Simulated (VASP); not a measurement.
# TePt (P6_3/mmc) in VASP: notebook, part 2 of 3

VASP 6.6.1. Earlier steps stand in the parts before.

## 3. Single point, r2SCAN

This run uses another cell than the first one, of 17.53 Å³/atom.

POSCAR

```
TePt
1.0
    3.9154617138      0.0000000000      0.0000000000
   -1.9577308569      3.3908893116      0.0000000000
    0.0000000000      0.0000000000      5.2803016422
Te Pt
2 2
Direct
    0.3333333333      0.6666666667      0.2500000000
    0.6666666667      0.3333333333      0.7500000000
    0.0000000000      0.0000000000      0.0000000000
    0.0000000000      0.0000000000      0.5000000000
```

INCAR.step1

```
SYSTEM = TePt
PREC = Accurate ; ENCUT = 520
ISMEAR = 0 ; SIGMA = 0.1
LREAL = .FALSE. ; LASPH = .TRUE.
NELM = 60 ; NBANDS = 24
GGA = PE ; ALGO = Normal
EDIFF = 1E-4 ; LWAVE = .TRUE.
LCHARG = .FALSE.
```

INCAR.step2

```
SYSTEM = TePt
PREC = Accurate ; ENCUT = 520
EDIFF = 1E-7 ; ISMEAR = 0
SIGMA = 0.1 ; LREAL = .FALSE.
LASPH = .TRUE. ; NELM = 60
ALGO = Normal ; ISIF = 2
LWAVE = .FALSE. ; LCHARG = .FALSE.
METAGGA = R2SCAN ; LMIXTAU = .TRUE.
NBANDS = 24 ; ISTART = 1
```

KPOINTS

```
regular mesh
0
G
  12 12 8
  0 0 0
```

Potentials or basis: VASP PAW PBE potentials, release 64 (Te, Pt).

Started as:

```bash
> cat potpaw_PBE.64/Te/POTCAR potpaw_PBE.64/Pt/POTCAR > POTCAR
> cp INCAR.step1 INCAR
> mpirun -np 1 vasp_std > vasp.out
> cp INCAR.step2 INCAR
> mpirun -np 1 vasp_std > vasp.out
```

OUTCAR:

```text
SYSTEM = TePt
   PREC = Accurate
   ENCUT = 520
   EDIFF = 1E-7
   ISMEAR = 0
   LREAL = .FALSE.
   LASPH = .TRUE.
   NELM = 60
   ISIF = 2
   METAGGA = R2SCAN
   ISTART = 1

 ion  position               nearest neighbor table
   1  0.333  0.667  0.250-   3 2.62   4 2.62   3 2.62   4 2.62   3 2.62   4 2.62   2 3.48   2 3.48
                             2 3.48   2 3.48   2 3.48   2 3.48
   2  0.667  0.333  0.750-   3 2.62   4 2.62   3 2.62   4 2.62   3 2.62   4 2.62   1 3.48   1 3.48
                             1 3.48   1 3.48   1 3.48   1 3.48
   3  0.000  0.000  0.000-   1 2.62   2 2.62   1 2.62   2 2.62   2 2.62   1 2.62   4 2.64   4 2.64

   4  0.000  0.000  0.500-   1 2.62   2 2.62   1 2.62   2 2.62   2 2.62   1 2.62   3 2.64   3 2.64

  LATTYP: Found a hexagonal cell.
 ALAT       =     3.9154617138
 C/A-ratio  =     1.3485770078

  Lattice vectors:

 A1 = (   3.9154617138,   0.0000000000,   0.0000000000)
 A2 = (  -1.9577308569,   3.3908893116,   0.0000000000)
 A3 = (   0.0000000000,   0.0000000000,   5.2803016422)

Analysis of symmetry for initial positions (statically):
=====================================================================
 Subroutine PRICEL returns:
 Original cell was already a primitive cell.

 Routine SETGRP: Setting up the symmetry group for a
 hexagonal supercell.

 Subroutine GETGRP returns: Found 24 space group operations
 (whereof 12 operations were pure point group operations)
 out of a pool of 24 trial point group operations.

The static configuration has the point symmetry D_3d.
 The point group associated with its full space group is D_6h.

Analysis of symmetry for dynamics (positions and initial velocities):
=====================================================================
 Subroutine PRICEL returns:
 Original cell was already a primitive cell.

 Routine SETGRP: Setting up the symmetry group for a
 hexagonal supercell.

 Subroutine GETGRP returns: Found 24 space group operations
 (whereof 12 operations were pure point group operations)
 out of a pool of 24 trial point group operations.

The dynamic configuration has the point symmetry D_3d.
 The point group associated with its full space group is D_6h.

 Subroutine INISYM returns: Found 24 space group operations
 (whereof 12 operations are pure point group operations),
 and found     1 'primitive' translations

----------------------------------------------------------------------------------------

                                     Primitive cell

  volume of cell :      70.1060

  direct lattice vectors                    reciprocal lattice vectors
     3.915461714  0.000000000  0.000000000     0.255397721  0.147453943  0.000000000
    -1.957730857  3.390889312  0.000000000     0.000000000  0.294907886  0.000000000
     0.000000000  0.000000000  5.280301642     0.000000000  0.000000000  0.189383120

  length of vectors
     3.915461714  3.915461714  5.280301642     0.294907886  0.294907886  0.189383120

  position of ions in fractional coordinates (direct lattice)
     0.333333333  0.666666667  0.250000000
     0.666666667  0.333333333  0.750000000
     0.000000000  0.000000000  0.000000000
     0.000000000  0.000000000  0.500000000

  ion indices of the primitive-cell ions
   primitive index   ion index
                 1           1
                 2           2
                 3           3
[... 30 lines left out ...]
  0.000000  0.000000  0.000000      1.000000
  0.083333  0.000000  0.000000      6.000000
  0.166667  0.000000  0.000000      6.000000
  0.250000  0.000000  0.000000      6.000000
  0.333333  0.000000  0.000000      6.000000
  0.416667  0.000000  0.000000      6.000000
[... 16 lines left out ...]
  0.250000  0.000000  0.125000     12.000000
  0.333333  0.000000  0.125000     12.000000
 [... further k-points ...]
   k-points           NKPTS =     95   k-points in BZ     NKDIM =     95   number of bands    NBANDS=     24
   number of dos      NEDOS =    301   number of ions     NIONS =      4
   total plane-waves  NPLWV =  36000
   dimension x,y,z NGX =    30 NGY =   30 NGZ =   40
   dimension x,y,z NGXF=    60 NGYF=   60 NGZF=   80
   ions per type =               2   2
   NGX,Y,Z   is equivalent  to a cutoff of  12.74, 12.74, 12.59 a.u.
   NGXF,Y,Z  is equivalent  to a cutoff of  25.48, 25.48, 25.19 a.u.
 SYSTEM =  TePt
   PREC   = accura    normal or accurate (medium, high low for compatibility)
   ISTART =      1    job   : 0-new  1-cont  2-samecut
   ICHARG =      0    charge: 1-file 2-atom 10-const
   ISPIN  =      1    spin polarized calculation?
   LNONCOLLINEAR =      F non collinear calculations
   LSORBIT =      F    spin-orbit coupling
   LASPH  =      T    aspherical Exc in radial PAW
   ENCUT  =  520.0 eV  38.22 Ry    6.18 a.u.   7.28  7.28  9.82*2*pi/ulx,y,z
   NELM   =     60;   NELMIN=  2; NELMDL=  0     # of ELM steps
   EDIFF  = 0.1E-06   stopping-criterion for ELM
   LREAL  =      F    real-space projection
   EDIFFG = 0.1E-05   stopping-criterion for IOM
   NSW    =      0    number of steps for IOM
   IBRION =     -1    ionic relax: 0-MD 1-quasi-New 2-CG
   NFREE  =      0    steps in history (QN), initial steepest desc. (CG)
   ISIF   =      2    stress and relaxation
   ISYM   =      2    0-nonsym 1-usesym 2-fastsym
   POTIM  = 0.5000    time-step for ionic-motion
   TEBEG  =    0.0;   TEEND  =   0.0 temperature during run
   PSTRESS=    0.0 pullay stress
   NELECT =      32.0000    total number of electrons
   NUPDOWN=      -1.0000    fix difference up-down
   EMIN   =  10.00;   EMAX   =-10.00  energy-range for DOS
   EFERMI =   0.00;   METHOD = LEGACY
   ISMEAR =     0;   SIGMA  =   0.10  broadening in eV -4-tet -1-fermi 0-gaus
   EFERMI_NEDOS =   21; number of points for ismear=-14 and -15
   IALGO  =     38    algorithm
   IMIX   =      4    mixing-type and parameters
     AMIX     =   0.40;   BMIX     =  1.00
     AMIX_MAG =   1.60;   BMIX_MAG =  1.00
  volume/ion in A,a.u.               =      17.53       118.27
  Fermi-wavevector in a.u.,A,eV,Ry     =   1.260491  2.381982 21.617444  1.588837
  Thomas-Fermi vector in A             =   2.393998
   LORBIT       =      0    0 simple, 1 ext, 2 COOP (PROOUT), +10 PAW based schemes
   METAGGA = R2SCAN    functional components
   LHFCALC =     F    Hartree Fock is set to
   AEXX    =    0.0000 exact exchange contribution
   IVDW    =     0    specifies the selected vdW correction
   LEPSILON=     F    determine dielectric tensor
   LRPA    =     F    only Hartree local field effects (RPA)
 non-spin polarized calculation
 Gauss-broadening in eV      SIGMA  =   0.10
  energy-cutoff  :      520.00
  volume of cell :       70.11
 maximum number of plane-waves:      1916
 NGX is ok and might be reduce to    30
   NGX = 15   NGY = 15   NGZ = 19

 number of electron      32.0000007 magnetization

 Free energy of the ion-electron system (eV)
  ---------------------------------------------------
  ext. energy  EPLUGINS =         0.00000000
  ---------------------------------------------------
  free energy    TOTEN  =      -152.43202042 eV

  energy without entropy =     -152.42506649  energy(sigma->0) =     -152.42854346

 E-fermi :  13.3739     XC(G=0): -13.1121

 val. band max:       13.3512301408   @ k =   0.0833   0.0833   0.3750
 cond. band min:      13.4152139794   @ k =   0.3333   0.0833   0.3750
 fundamental gap:      0.0639838386
 Fermi energy:        13.3739031030

 k-point     1 :       0.0000    0.0000    0.0000
  band No.  band energies     occupation
      1      -3.5491      2.00000
      2       0.6029      2.00000
      3       3.5135      2.00000
      4       4.9049      2.00000
      5       4.9049      2.00000
      6       5.6853      2.00000
[... 637 lines left out ...]
     23      20.5510      0.00000
     24      22.1769      0.00000

 [... further k-points ...]

------------------------ aborting loop because EDIFF is reached ----------------------------------------

  FORCE on cell =-STRESS in cart. coord.  units (eV):
  Direction    XX          YY          ZZ          XY          YZ          ZX
  --------------------------------------------------------------------------------------
  -------------------------------------------------------------------------------------
  Total       21.9886172     21.9886172     22.0971578      0.0000000     -0.0000000      0.0000000
  in kB      502.5197954    502.5197954    505.0003423      0.0000000     -0.0000000      0.0000000
  external PRESSURE =     503.3466443 kB  Pullay stress =       0.0000000 kB

 VOLUME and BASIS-vectors are now :
 -----------------------------------------------------------------------------
  energy-cutoff  :      520.00
  volume of cell :       70.11
      direct lattice vectors                 reciprocal lattice vectors
     3.915461714  0.000000000  0.000000000     0.255397721  0.147453943  0.000000000
    -1.957730857  3.390889312  0.000000000     0.000000000  0.294907886  0.000000000
     0.000000000  0.000000000  5.280301642     0.000000000  0.000000000  0.189383120

 POSITION                                       TOTAL-FORCE (eV/Angst)
 -----------------------------------------------------------------------------------
     -0.00000      2.26059      1.32008         0.000000      0.000000      0.000000
      1.95773      1.13030      3.96023        -0.000000      0.000000      0.000000
      0.00000      0.00000      0.00000        -0.000000      0.000000      0.000000
      0.00000      0.00000      2.64015        -0.000000      0.000000      0.000000
 -----------------------------------------------------------------------------------
    total drift:                               -0.000000      0.000000      0.000000

  FREE ENERGIE OF THE ION-ELECTRON SYSTEM (eV)
  ---------------------------------------------------
  free  energy   TOTEN  =      -152.4320204233 eV

  energy  without entropy=     -152.4250664886  energy(sigma->0) =     -152.42854346
```

It took 7.4 min on 1 thread of AMD EPYC 7R13 (Zen 3), shared host; peak memory 0.27 GiB.

What came out:

```yaml
Free_energy: -152.4320 eV
Pressure: 50.3 GPa
Band_gap_on_the_k_mesh: zero (bands 16 and 17 overlap by 1.64 eV)
```

Stress tensor (GPa, compression positive):
```
50.25  0.00  0.00
 0.00 50.25  0.00
 0.00  0.00 50.50
```

Levels at points of the mesh, in eV from the Fermi level:
```
           k point  band 13  band 14  band 15  band 16  band 17  band 18  band 19  band 20
(0.00, 0.00, 0.00)    -2.27    -2.27     0.06     0.50     1.37     3.00     3.00     3.82
(0.50, 0.00, 0.00)    -3.80    -3.36    -3.06    -1.40     1.60     3.39     3.52     4.10
(0.00, 0.00, 0.50)    -3.00    -3.00     1.20     1.20     1.20     1.20     4.62     4.62
(0.50, 0.00, 0.50)    -4.36    -4.36    -0.93    -0.93     1.00     1.00     2.76     2.76
```

Caveat: the cell stands under pressure; the PAW data sets were made with another functional, which shifts forces and pressure a little; spin-orbit coupling is left out, which moves the levels of the heavy elements.

## 4. Single point, r2SCAN

This run uses another cell than the first one, of 19.08 Å³/atom.

POSCAR

```
TePt
1.0
    4.0353271950      0.0000000000      0.0000000000
   -2.0176635975      3.4946958634      0.0000000000
    0.0000000000      0.0000000000      5.4117618626
Te Pt
2 2
Direct
    0.3333333333      0.6666666667      0.2500000000
    0.6666666667      0.3333333333      0.7500000000
    0.0000000000      0.0000000000      0.0000000000
    0.0000000000      0.0000000000      0.5000000000
```

INCAR.step1

```
PREC = Accurate
ENCUT = 520
ISMEAR = 0
SIGMA = 0.1
LREAL = False
LASPH = True
NELM = 80
NBANDS = 24
GGA = PE
ALGO = Normal
EDIFF = 1E-4
LWAVE = True
LCHARG = False
```

INCAR.step2

```
PREC = Accurate
ENCUT = 520
EDIFF = 1E-6
ISMEAR = 0
SIGMA = 0.1
LREAL = False
LASPH = True
NELM = 80
ALGO = Normal
ISIF = 2
LWAVE = False
LCHARG = False
METAGGA = R2SCAN
LMIXTAU = True
NBANDS = 24
ISTART = 1
```

KPOINTS

```
Automatic mesh
0
Gamma
  12 12 8
```

Started as:

```bash
> cat potpaw_PBE.64/Te/POTCAR potpaw_PBE.64/Pt/POTCAR > POTCAR
> cp INCAR.step1 INCAR
> mpirun -np 1 vasp_std > vasp.out
> cp INCAR.step2 INCAR
> mpirun -np 1 vasp_std > vasp.out
```

Wall time 6.1 min (1 thread of AMD EPYC 7R13 (Zen 3), shared host); peak memory 0.28 GiB.

The run converged. Its results:

```
Free energy            : -153.8605 eV
Pressure               : 25.1 GPa
Band gap on the k mesh : zero (bands 16 and 17 overlap by 1.59 eV)
```

Stress tensor (GPa, compression positive):
```
25.06  0.00  0.00
 0.00 25.06  0.00
 0.00  0.00 25.26
```

Levels at points of the mesh, in eV from the Fermi level:
```
           k point  band 12  band 13  band 14  band 15  band 16  band 17  band 18  band 19  band 20  band 21
(0.00, 0.00, 0.00)    -2.63    -2.04    -2.04     0.09     0.51     1.68     2.71     2.71     2.98     4.63
(0.50, 0.00, 0.00)    -3.71    -3.30    -2.87    -2.62    -1.49     1.50     3.06     3.66     4.04     4.41
(0.00, 0.00, 0.50)    -4.38    -2.82    -2.82     1.11     1.11     1.11     1.11     4.76     4.76     5.90
(0.50, 0.00, 0.50)    -3.83    -3.78    -3.78    -0.71    -0.71     0.78     0.78     2.76     2.76     7.18
```

Caveat: the cell stands under pressure; the PAW data sets were made with another functional, which shifts forces and pressure a little; spin-orbit coupling is left out, which moves the levels of the heavy elements.

## 5. Single point, r2SCAN

This run uses another cell than the first one, of 20.27 Å³/atom.

POSCAR

```
TePt
1.0
    4.1237536808      0.0000000000      0.0000000000
   -2.0618768404      3.5712754465      0.0000000000
    0.0000000000      0.0000000000      5.5065203860
Te Pt
2 2
Direct
    0.3333333333      0.6666666667      0.2500000000
    0.6666666667      0.3333333333      0.7500000000
    0.0000000000      0.0000000000      0.0000000000
    0.0000000000      0.0000000000      0.5000000000
```

INCAR.step1

```
PREC = Accurate ; ENCUT = 520
ISMEAR = 0 ; SIGMA = 0.1
LREAL = False ; LASPH = True
NELM = 60 ; NBANDS = 24
GGA = PE ; ALGO = Normal
EDIFF = 1E-4 ; LWAVE = True
LCHARG = False
```

INCAR.step2

```
PREC = Accurate ; ENCUT = 520
EDIFF = 1E-6 ; ISMEAR = 0
SIGMA = 0.1 ; LREAL = False
LASPH = True ; NELM = 60
ALGO = Normal ; ISIF = 2
LWAVE = False ; LCHARG = False
METAGGA = R2SCAN ; LMIXTAU = True
NBANDS = 24 ; ISTART = 1
```

KPOINTS

```
regular mesh
0
Gamma
  12 12 8
```

Started as:

```bash
> cat potpaw_PBE.64/Te/POTCAR potpaw_PBE.64/Pt/POTCAR > POTCAR
> cp INCAR.step1 INCAR
> mpirun -np 1 vasp_std > vasp.out
> cp INCAR.step2 INCAR
> mpirun -np 1 vasp_std > vasp.out
```

It took 8 min on 1 thread of AMD EPYC 7R13 (Zen 3), shared host; peak memory 0.3 GiB.

Results (log left out):

```
Free energy            : -154.4045 eV
Pressure               : 12.0 GPa
Band gap on the k mesh : zero (bands 16 and 17 overlap by 1.47 eV)
```

Stress tensor (GPa, compression positive):
```
11.96  0.00  0.00
 0.00 11.96  0.00
 0.00  0.00 12.13
```

Levels at points of the mesh, in eV from the Fermi level:
```
           k point  band 14  band 15  band 16  band 17  band 18  band 19
(0.00, 0.00, 0.00)    -1.90     0.11     0.51     1.88     2.45     2.50
(0.50, 0.00, 0.00)    -2.55    -2.33    -1.52     1.43     2.84     3.73
(0.00, 0.00, 0.50)    -2.69     1.05     1.05     1.05     1.05     4.60
(0.50, 0.00, 0.50)    -3.41    -0.57    -0.57     0.65     0.65     2.74
```

Caveat: the cell stands under pressure; the PAW data sets were made with another functional, which shifts forces and pressure a little; spin-orbit coupling is left out, which moves the levels of the heavy elements.

(Part 2 of 3 ends here.)

The gap in the log of VASP goes by the Fermi energy; the results here count the filled bands.